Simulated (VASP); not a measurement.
MnO:

```
Mn O
1.0
     3.37170    0.00000    0.00000
    -1.68585    2.91998    0.00000
     0.00000    0.00000    5.38550
Mn O
2 2
Cartesian
  0.0000 1.9467 0.0590
  1.6859 0.9733 2.7518
  0.0000 1.9467 2.0221
  1.6859 0.9733 4.7148
```

Base run:

```yaml
Program: VASP 6.6.1
Functional: PBE
Potentials_or_basis: VASP PAW PBE potentials, release 64 (Mn_pv, O)
Cutoff: 520 eV
k_mesh: 6 × 6 × 4
Occupations: gaussian, width 0.1 eV
Spin: collinear spin, ferromagnetic start
Starting_moments: "[4.22, 4.22, 0.25, 0.25] μB"
```

Its results: band gap on the k mesh zero (filled and empty bands overlap); pressure 6.6 GPa; net moment 9.99 μB per cell; site moments Mn +4.41; O +0.20 μB; largest force 0.653 eV/Å.

**Question.** The run is repeated on the same cell with these changes: cutoff from 520 eV to 600 eV; dispersion from none to D3(BJ). What comes out?

**Answer.** Band gap on the k mesh zero (filled and empty bands overlap); pressure 3.3 GPa; net moment 9.99 μB per cell; site moments Mn +4.41; O +0.20 μB; largest force 0.650 eV/Å.

Caveats: semilocal functionals often make such compounds metallic where correlation or magnetic order opens a gap, which also shifts bond lengths; only a ferromagnetic start was run, and an antiferromagnetic order may lie lower in energy; pairwise dispersion overbinds metals, which lowers pressure and volume (some runs).
